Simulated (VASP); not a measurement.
A run of VASP 6.6.1:

INCAR

```
PREC = Accurate
ENCUT = 600
EDIFF = 1E-6
ISMEAR = 0
SIGMA = 0.15
LREAL = F
LASPH = T
NELM = 120
ALGO = Normal
ISIF = 2
LWAVE = F
LCHARG = T
GGA = PE
LELF = T
LVHAR = T
NBANDS = 21
GGA_COMPAT = F
```

The input KPOINTS:

```
Automatic mesh
0
Gamma
  3 3 2
```

POSCAR

```
Mg3Te2O
1.0
    4.2775060617      0.0000000000      0.0000000000
   -2.1387530309      3.7044289143      0.0000000000
    0.0000000000      0.0000000000      8.6111911364
Mg Te O
3 2 1
Direct
    0.0000000000      0.0000000000      0.5000000000
    0.3333333333      0.6666666667      0.0000000000
    0.3333333333      0.6666666667      0.5000000000
    0.6666666667      0.3333333333      0.2827638860
    0.6666666667      0.3333333333      0.7172361140
    0.0000000000      0.0000000000      0.0000000000
```

Potentials or basis: VASP PAW PBE potentials, release 64 (Mg, Te, O).

Command:

```console
$ cat potpaw_PBE.64/Mg/POTCAR potpaw_PBE.64/Te/POTCAR potpaw_PBE.64/O/POTCAR > POTCAR
$ mpirun -np 1 vasp_std > vasp.out
```

Hardware: 1 thread of AMD EPYC 7R13, on a shared host.

**Question.** How long does it take, and how much memory?

**Answer.** Run time: 73 s on 1 thread of AMD EPYC 7R13, on a shared host, peak memory 0.25 GiB. Counts: scf iterations 16, k points 6.
